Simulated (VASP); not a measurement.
# GaSb3 (Fm-3m) in VASP: a series of runs

Aim: see how the results for GaSb3 move with the level of theory and the settings. Levels: PBE, LDA. Tasks: single point.

All numbers are computed with VASP 6.6.1; they aren't measurements. Logs are shortened: lines on timing, memory, paths and dates and some standing lists are left out, and cuts for length are marked.

**1. The cell of the first run**

It takes space group Fm-3m (No. 225, cubic). The conventional cell has a = 7.461 Å, b = 7.461 Å, c = 7.461 Å, α = 90.00°, β = 90.00°, γ = 90.00°. Within 4.3 Å of Sb (site symmetry m-3m) lie 8 Sb at 3.23 Å and 6 Ga at 3.73 Å. Within 4.3 Å of Sb (site symmetry -43m) lie 10 Sb at 3.23 to 3.73 Å and 4 Ga at 3.23 Å. Ga (site symmetry m-3m) has 14 Sb at 3.23 to 3.73 Å within 4.3 Å.

**2. Single point, PBE**

The input, INCAR:

```
ALGO = Normal
EDIFF = 1E-6
ENCUT = 520
GGA = PE
ISIF = 2
ISMEAR = -1
LASPH = T
LCHARG = F
LREAL = F
LWAVE = F
NBANDS = 22
NELM = 80
PREC = Accurate
SIGMA = 0.05
```

The input, KPOINTS:

```
k-points
0
Gamma
  4 4 4
```

The input, POSCAR:

```
GaSb3
1.0
    0.0000000000      3.7305950000      3.7305950000
    3.7305950000      0.0000000000      3.7305950000
    3.7305950000      3.7305950000      0.0000000000
Sb Ga
3 1
Direct
    0.5000000000      0.5000000000      0.5000000000
    0.7500000000      0.7500000000      0.7500000000
    0.2500000000      0.2500000000      0.2500000000
    0.0000000000      0.0000000000      0.0000000000
```

Potentials or basis: VASP PAW PBE potentials, release 64 (Sb, Ga_d).

The run is started by

```
cat potpaw_PBE.64/Sb/POTCAR potpaw_PBE.64/Ga_d/POTCAR > POTCAR
mpirun -np 1 vasp_std > vasp.out
```

OUTCAR:

```text
EDIFF = 1E-6
   ENCUT = 520
   GGA = PE
   ISIF = 2
   ISMEAR = -1
   LASPH = T
   LREAL = F
   NELM = 80
   PREC = Accurate

 ion  position               nearest neighbor table
   1  0.500  0.500  0.500-   3 3.23   3 3.23   3 3.23   2 3.23   3 3.23   2 3.23   2 3.23   2 3.23

   2  0.750  0.750  0.750-   1 3.23   1 3.23   1 3.23   1 3.23   4 3.23   4 3.23   4 3.23   4 3.23
                             3 3.73   3 3.73   3 3.73   3 3.73   3 3.73   3 3.73
   3  0.250  0.250  0.250-   4 3.23   4 3.23   4 3.23   1 3.23   4 3.23   1 3.23   1 3.23   1 3.23
                             2 3.73   2 3.73   2 3.73   2 3.73   2 3.73   2 3.73
   4  0.000  0.000  0.000-   2 3.23   2 3.23   2 3.23   2 3.23   3 3.23   3 3.23   3 3.23   3 3.23

  LATTYP: Found a face centered cubic cell.
 ALAT       =     7.4611900000

  Lattice vectors:

 A1 = (   0.0000000000,   3.7305950000,   3.7305950000)
 A2 = (   3.7305950000,   0.0000000000,   3.7305950000)
 A3 = (   3.7305950000,   3.7305950000,   0.0000000000)

Analysis of symmetry for initial positions (statically):
=====================================================================
 Subroutine PRICEL returns:
 Original cell was already a primitive cell.

 Routine SETGRP: Setting up the symmetry group for a
 face centered cubic supercell.

 Subroutine GETGRP returns: Found 48 space group operations
 (whereof 48 operations were pure point group operations)
 out of a pool of 48 trial point group operations.

The static configuration has the point symmetry O_h .

Analysis of symmetry for dynamics (positions and initial velocities):
=====================================================================
 Subroutine PRICEL returns:
 Original cell was already a primitive cell.

 Routine SETGRP: Setting up the symmetry group for a
 face centered cubic supercell.

 Subroutine GETGRP returns: Found 48 space group operations
 (whereof 48 operations were pure point group operations)
 out of a pool of 48 trial point group operations.

The dynamic configuration has the point symmetry O_h .

 Subroutine INISYM returns: Found 48 space group operations
 (whereof 48 operations are pure point group operations),
 and found     1 'primitive' translations

----------------------------------------------------------------------------------------

                                     Primitive cell

  volume of cell :     103.8399

  direct lattice vectors                    reciprocal lattice vectors
     0.000000000  3.730595000  3.730595000    -0.134026878  0.134026878  0.134026878
     3.730595000  0.000000000  3.730595000     0.134026878 -0.134026878  0.134026878
     3.730595000  3.730595000  0.000000000     0.134026878  0.134026878 -0.134026878

  length of vectors
     5.275858045  5.275858045  5.275858045     0.232141362  0.232141362  0.232141362

  position of ions in fractional coordinates (direct lattice)
     0.500000000  0.500000000  0.500000000
     0.750000000  0.750000000  0.750000000
     0.250000000  0.250000000  0.250000000
     0.000000000  0.000000000  0.000000000

  ion indices of the primitive-cell ions
   primitive index   ion index
                 1           1
                 2           2
                 3           3
                 4           4

----------------------------------------------------------------------------------------

 KPOINTS: k-points

Automatic generation of k-mesh.
 Grid dimensions read from file:
 generate k-points for:    4    4    4

 Generating k-lattice:

  Cartesian coordinates                     Fractional coordinates (reciprocal lattice)
    -0.033506719  0.033506719  0.033506719     0.250000000  0.000000000  0.000000000
     0.033506719 -0.033506719  0.033506719     0.000000000  0.250000000  0.000000000
     0.033506719  0.033506719 -0.033506719     0.000000000  0.000000000  0.250000000

  Length of vectors
     0.058035340  0.058035340  0.058035340

  Shift w.r.t. Gamma in fractional coordinates (k-lattice)
     0.000000000  0.000000000  0.000000000

 Subroutine IBZKPT returns following result:
 ===========================================

 Found      8 irreducible k-points:

 Following reciprocal coordinates:
            Coordinates               Weight
  0.000000  0.000000  0.000000      1.000000
  0.250000  0.000000  0.000000      8.000000
  0.500000  0.000000  0.000000      4.000000
  0.250000  0.250000  0.000000      6.000000
  0.500000  0.250000  0.000000     24.000000
 -0.250000  0.250000  0.000000     12.000000
  0.500000  0.500000  0.000000      3.000000
 -0.250000  0.500000  0.250000      6.000000
   k-points           NKPTS =      8   k-points in BZ     NKDIM =      8   number of bands    NBANDS=     22
   number of dos      NEDOS =    301   number of ions     NIONS =      4
   total plane-waves  NPLWV =  64000
   dimension x,y,z NGX =    40 NGY =   40 NGZ =   40
   dimension x,y,z NGXF=    80 NGYF=   80 NGZF=   80
   ions per type =               3   1
   NGX,Y,Z   is equivalent  to a cutoff of  12.60, 12.60, 12.60 a.u.
   NGXF,Y,Z  is equivalent  to a cutoff of  25.21, 25.21, 25.21 a.u.
 SYSTEM =  unknown system
   PREC   = accura    normal or accurate (medium, high low for compatibility)
   ISTART =      0    job   : 0-new  1-cont  2-samecut
   ICHARG =      2    charge: 1-file 2-atom 10-const
   ISPIN  =      1    spin polarized calculation?
   LNONCOLLINEAR =      F non collinear calculations
   LSORBIT =      F    spin-orbit coupling
   LASPH  =      T    aspherical Exc in radial PAW
   ENCUT  =  520.0 eV  38.22 Ry    6.18 a.u.   9.81  9.81  9.81*2*pi/ulx,y,z
   NELM   =     80;   NELMIN=  2; NELMDL= -5     # of ELM steps
   EDIFF  = 0.1E-05   stopping-criterion for ELM
   LREAL  =      F    real-space projection
   EDIFFG = 0.1E-04   stopping-criterion for IOM
   NSW    =      0    number of steps for IOM
   IBRION =     -1    ionic relax: 0-MD 1-quasi-New 2-CG
   NFREE  =      0    steps in history (QN), initial steepest desc. (CG)
   ISIF   =      2    stress and relaxation
   ISYM   =      2    0-nonsym 1-usesym 2-fastsym
   POTIM  = 0.5000    time-step for ionic-motion
   TEBEG  =    0.0;   TEEND  =   0.0 temperature during run
   PSTRESS=    0.0 pullay stress
   NELECT =      28.0000    total number of electrons
   NUPDOWN=      -1.0000    fix difference up-down
   EMIN   =  10.00;   EMAX   =-10.00  energy-range for DOS
   EFERMI =   0.00;   METHOD = LEGACY
   ISMEAR =    -1;   SIGMA  =   0.05  broadening in eV -4-tet -1-fermi 0-gaus
   EFERMI_NEDOS =   21; number of points for ismear=-14 and -15
   IALGO  =     38    algorithm
   IMIX   =      4    mixing-type and parameters
     AMIX     =   0.40;   BMIX     =  1.00
     AMIX_MAG =   1.60;   BMIX_MAG =  1.00
  volume/ion in A,a.u.               =      25.96       175.19
  Fermi-wavevector in a.u.,A,eV,Ry     =   1.057644  1.998657 15.219617  1.118610
  Thomas-Fermi vector in A             =   2.192924
   LORBIT       =      0    0 simple, 1 ext, 2 COOP (PROOUT), +10 PAW based schemes
   GGA     = PE    functional components
   LHFCALC =     F    Hartree Fock is set to
   AEXX    =    0.0000 exact exchange contribution
   IVDW    =     0    specifies the selected vdW correction
   LEPSILON=     F    determine dielectric tensor
   LRPA    =     F    only Hartree local field effects (RPA)
 non-spin polarized calculation
  energy-cutoff  :      520.00
  volume of cell :      103.84
 maximum number of plane-waves:      2826
   NGX = 19   NGY = 19   NGZ = 19

 number of electron      28.0000014 magnetization

 Free energy of the ion-electron system (eV)
  ---------------------------------------------------
  ext. energy  EPLUGINS =         0.00000000
  ---------------------------------------------------
  free energy    TOTEN  =       -14.29930036 eV

  energy without entropy =      -14.25063924  energy(sigma->0) =      -14.27496980

 E-fermi :   7.4857     XC(G=0): -10.2004

 val. band max:        7.4078563848   @ k =   0.5000   0.0000   0.0000
 cond. band min:       7.5103683312   @ k =   0.5000   0.2500   0.0000
 fundamental gap:      0.1025119463
 Fermi energy:         7.4857222579

 k-point     1 :       0.0000    0.0000    0.0000
  band No.  band energies     occupation
      1      -7.3812      2.00000
      2      -7.3812      2.00000
      3      -7.3812      2.00000
      4      -7.3687      2.00000
      5      -7.3687      2.00000
      6      -4.9978      2.00000
[... 14 lines left out ...]
     21      14.1722      0.00000
     22      14.1722      0.00000

 k-point     2 :       0.2500    0.0000    0.0000
  band No.  band energies     occupation
      1      -7.3837      2.00000
      2      -7.3802      2.00000
      3      -7.3802      2.00000
      4      -7.3690      2.00000
      5      -7.3690      2.00000
      6      -4.5235      2.00000
[... 14 lines left out ...]
     21      12.5972      0.00000
     22      13.0250      0.00000

 k-point     3 :       0.5000    0.0000    0.0000
  band No.  band energies     occupation
      1      -7.3865      2.00000
      2      -7.3793      2.00000
      3      -7.3793      2.00000
      4      -7.3691      2.00000
      5      -7.3691      2.00000
      6      -3.4734      2.00000
[... 14 lines left out ...]
     21      12.7912      0.00000
     22      16.1248      0.00000

 k-point     4 :       0.2500    0.2500    0.0000
  band No.  band energies     occupation
      1      -7.3853      2.00000
      2      -7.3791      2.00000
      3      -7.3791      2.00000
      4      -7.3705      2.00000
      5      -7.3682      2.00000
      6      -4.3633      2.00000
[... 14 lines left out ...]
     21      12.1906      0.00000
     22      12.1906      0.00000

 k-point     5 :       0.5000    0.2500    0.0000
  band No.  band energies     occupation
      1      -7.3861      2.00000
      2      -7.3800      2.00000
      3      -7.3780      2.00000
      4      -7.3713      2.00000
      5      -7.3685      2.00000
      6      -3.3366      2.00000
[... 14 lines left out ...]
     21      12.5227      0.00000
     22      13.8330      0.00000

 k-point     6 :      -0.2500    0.2500    0.0000
  band No.  band energies     occupation
      1      -7.3837      2.00000
      2      -7.3817      2.00000
      3      -7.3789      2.00000
      4      -7.3697      2.00000
      5      -7.3694      2.00000
      6      -3.7621      2.00000
[... 14 lines left out ...]
     21      13.1094      0.00000
     22      14.2845      0.00000

 k-point     7 :       0.5000    0.5000    0.0000
  band No.  band energies     occupation
      1      -7.3895      2.00000
      2      -7.3769      2.00000
      3      -7.3769      2.00000
      4      -7.3732      2.00000
      5      -7.3678      2.00000
      6      -2.6917      2.00000
[... 14 lines left out ...]
     21      12.4020      0.00000
     22      13.1025      0.00000

 k-point     8 :      -0.2500    0.5000    0.2500
  band No.  band energies     occupation
      1      -7.3835      2.00000
      2      -7.3835      2.00000
      3      -7.3769      2.00000
      4      -7.3718      2.00000
      5      -7.3687      2.00000
      6      -2.3520      2.00000
[... 14 lines left out ...]
     21      11.4945      0.00000
     22      15.5660      0.00000

------------------------ aborting loop because EDIFF is reached ----------------------------------------

  FORCE on cell =-STRESS in cart. coord.  units (eV):
  Direction    XX          YY          ZZ          XY          YZ          ZX
  --------------------------------------------------------------------------------------
  -------------------------------------------------------------------------------------
  Total       -1.5740853     -1.5740853     -1.5740853      0.0000000      0.0000000     -0.0000000
  in kB      -24.2870379    -24.2870379    -24.2870379      0.0000000      0.0000000     -0.0000000
  external PRESSURE =     -24.2870379 kB  Pullay stress =       0.0000000 kB

 VOLUME and BASIS-vectors are now :
 -----------------------------------------------------------------------------
  energy-cutoff  :      520.00
  volume of cell :      103.84
      direct lattice vectors                 reciprocal lattice vectors
     0.000000000  3.730595000  3.730595000    -0.134026878  0.134026878  0.134026878
     3.730595000  0.000000000  3.730595000     0.134026878 -0.134026878  0.134026878
     3.730595000  3.730595000  0.000000000     0.134026878  0.134026878 -0.134026878

 POSITION                                       TOTAL-FORCE (eV/Angst)
 -----------------------------------------------------------------------------------
      3.73060      3.73060      3.73060        -0.000000     -0.000000      0.000000
      5.59589      5.59589      5.59589         0.000000      0.000000     -0.000000
      1.86530      1.86530      1.86530        -0.000000     -0.000000     -0.000000
      0.00000      0.00000      0.00000        -0.000000     -0.000000      0.000000
 -----------------------------------------------------------------------------------
    total drift:                               -0.000000      0.000000      0.000000

  FREE ENERGIE OF THE ION-ELECTRON SYSTEM (eV)
  ---------------------------------------------------
  free  energy   TOTEN  =       -14.2993003554 eV

  energy  without entropy=      -14.2506392360  energy(sigma->0) =      -14.27496980
```

It took 12 s on 1 thread of Intel Xeon 6975P-C (Granite Rapids), shared host; peak memory 0.23 GiB.

Results:

```
Free energy            : -14.2993 eV
Pressure               : -2.4 GPa
Band gap on the k mesh : zero (band 14 reaches 8.86 eV, above the bottom of band 15 at 5.06 eV)
```

Caveat: the k points lie up to 0.36 Å⁻¹ apart; spin-orbit coupling is left out, which moves the levels of the heavy elements.

**3. Single point, LDA**

This run uses another cell than the first one, of 23.75 Å³/atom, 0.915 times its volume.

The input, INCAR:

```
PREC = Accurate ; ENCUT = 520
EDIFF = 1E-7 ; ISMEAR = -1
SIGMA = 0.05 ; LREAL = False
LASPH = True ; NELM = 100
ALGO = Normal ; ISIF = 2
LWAVE = False ; LCHARG = True
LELF = True ; LVHAR = True
NBANDS = 22
```

The input, KPOINTS:

```
regular mesh
0
Gamma
  6 6 6
```

The input, POSCAR:

```
GaSb3
1.0
    0.0000000000      3.6216897967      3.6216897967
    3.6216897967      0.0000000000      3.6216897967
    3.6216897967      3.6216897967      0.0000000000
Sb Ga
3 1
Direct
    0.5000000000      0.5000000000      0.5000000000
    0.7500000000      0.7500000000      0.7500000000
    0.2500000000      0.2500000000      0.2500000000
    0.0000000000      0.0000000000      0.0000000000
```

Potentials or basis: VASP PAW LDA potentials, release 64 (Sb, Ga_d).

The run is started by

```
cat potpaw_LDA.64/Sb/POTCAR potpaw_LDA.64/Ga_d/POTCAR > POTCAR
mpirun -np 1 vasp_std > vasp.out
```

It took 22 s on 1 thread of Intel Xeon 6975P-C (Granite Rapids), shared host; peak memory 0.2 GiB.

It converged, with:

```
Free energy            : -17.2324 eV
Pressure               : 0.1 GPa
Band gap on the k mesh : zero (band 14 reaches 9.81 eV, above the bottom of band 15 at 5.79 eV)
```

Levels at points of the mesh, in eV from the Fermi level:
| k point | band 10 | band 11 | band 12 | band 13 | band 14 | band 15 | band 16 | band 17 | band 18 | band 19 |
| --- | --- | --- | --- | --- | --- | --- | --- | --- | --- | --- |
| (0.00, 0.00, 0.00) | -2.94 | -2.94 | -2.94 | -2.76 | -2.76 | -2.76 | -0.99 | -0.99 | -0.99 | 3.28 |
| (0.50, 0.00, 0.00) | -3.99 | -3.99 | -3.02 | -3.02 | -0.38 | -0.01 | 2.06 | 2.06 | 2.89 | 2.89 |
| (0.50, 0.50, 0.00) | -5.77 | -5.77 | 0.78 | 1.04 | 1.04 | 1.12 | 1.86 | 1.86 | 2.15 | 3.77 |

Caveat: spin-orbit coupling is left out, which moves the levels of the heavy elements.
